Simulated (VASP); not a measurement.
Wanted: the native input for a VASP 6.6.1 run.

```
Task                   : single point
Functional             : PBE
Potentials or basis    : VASP PAW PBE potentials, release 64 (Ni, Bi_d, Cl)
Cutoff                 : 520 eV
k mesh                 : 4 × 4 × 4
Occupations            : gaussian, width 0.1 eV
Spin                   : collinear spin, ferromagnetic start
Starting moments       : [2.0, 0.0, 0.0, 0.0, 0.0] μB
Dipole correction      : no
Further INCAR settings : ALGO = Normal; EDIFF = 1e-06; NBANDS = 35
```

The structure of NiBiCl3 lies in POSCAR:

```
NiBiCl3
1.0
    5.4910198491      0.0000000000      0.0000000000
    0.0000000000      5.4910198491      0.0000000000
    0.0000000000      0.0000000000      5.4910198491
Ni Bi Cl
1 1 3
Direct
    0.5000000000      0.5000000000      0.5000000000
    0.0000000000      0.0000000000      0.0000000000
    0.5000000000      0.0000000000      0.0000000000
    0.0000000000      0.5000000000      0.0000000000
    0.0000000000      0.0000000000      0.5000000000
```

One way to write it, as run:

INCAR

```
SYSTEM = NiBiCl3
  PREC = Accurate
  ENCUT = 520
  EDIFF = 1E-6
  ISMEAR = 0
  SIGMA = 0.1
  LREAL = .FALSE.
  LASPH = .TRUE.
  NELM = 150
  ALGO = Normal
  ISIF = 2
  LWAVE = .FALSE.
  LCHARG = .FALSE.
  ISPIN = 2
  MAGMOM = 2 0 0 0 0
  LORBIT = 11
  LMAXMIX = 4
  GGA = PE
  NBANDS = 35
```

KPOINTS

```
regular mesh
0
G
  4 4 4
  0 0 0
```

Potentials or basis: VASP PAW PBE potentials, release 64 (Ni, Bi_d, Cl).

The run is started by

```bash
$ cat potpaw_PBE.64/Ni/POTCAR potpaw_PBE.64/Bi_d/POTCAR potpaw_PBE.64/Cl/POTCAR > POTCAR
$ mpirun -np 1 vasp_std > vasp.out
```

It gave:

```yaml
Pressure: 0.1 GPa
Net_moment: 2.06 μB per cell
Site_moments: Ni +1.43; Bi +0.04; Cl +0.01 μB
Valence_electrons_inside_the_program's_atomic_spheres: Ni 8.70; Bi 12.51; Cl 5.10
```

Caveat: a cell with one magnetic atom can't hold antiferromagnetic order, which such compounds often take.

Run time: 5.5 min on 1 thread of AMD EPYC 7R43 64-Core Processor (Zen 3), on a shared host, peak memory 0.32 GiB.
